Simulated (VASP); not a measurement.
SnTe:

```xyz
2
Lattice="3.9047 0.0000 0.0000 0.0000 3.9047 0.0000 0.0000 0.0000 3.9047" Properties=species:S:1:pos:R:3 pbc="T T T"
Te    1.9524    1.9524    1.9524
Sn    0.0000    0.0000    0.0000
```

```yaml
Program: VASP 6.6.1
Task: relaxation of cell and atoms
Functional: PBE-based screened hybrid with 25 % exact exchange
Potentials_or_basis: VASP PAW PBE potentials, release 64 (Te, Sn_d)
Cutoff: 600 eV
k_mesh: 4 × 4 × 4
Occupations: fermi-dirac, width 0.05 eV
Spin: no spin polarisation
```

At the start: pressure -0.9 GPa; volume 29.77 Å³/atom.

**Question.** How do energy, volume and symmetry change on relaxing?

**Answer.** Over 3 steps the energy falls by 2.7 meV/atom and the volume is 28.94 Å³/atom (-2.8 %); space group Pm-3m (No. 221, to 0.1 Å) before and after.

Step by step:
```
step  energy change (eV)  largest force (eV/Å)  pressure (GPa)  volume (Å³)
   1              0.0000                0.0000           -0.95        59.53
   2             -0.0054                0.0000           -0.12        58.03
   3             -0.0055                0.0000           -0.02        57.88
```

Final structure:
```cif
data_structure
_symmetry_space_group_name_H-M 'P 1'
_symmetry_Int_Tables_number 1
_cell_length_a 3.8681
_cell_length_b 3.8681
_cell_length_c 3.8681
_cell_angle_alpha 90.000
_cell_angle_beta 90.000
_cell_angle_gamma 90.000
_cell_volume 57.88
loop_
_atom_site_label
_atom_site_type_symbol
_atom_site_fract_x
_atom_site_fract_y
_atom_site_fract_z
_atom_site_occupancy
Te1 Te 0.50000 0.50000 0.50000 1
Sn1 Sn 0.00000 0.00000 0.00000 1
```

Caveat: the k points lie up to 0.41 Å⁻¹ apart in the final cell, too coarse for converged energies and pressures of a metal; the PAW data sets were made with another functional, which shifts forces and pressure a little.
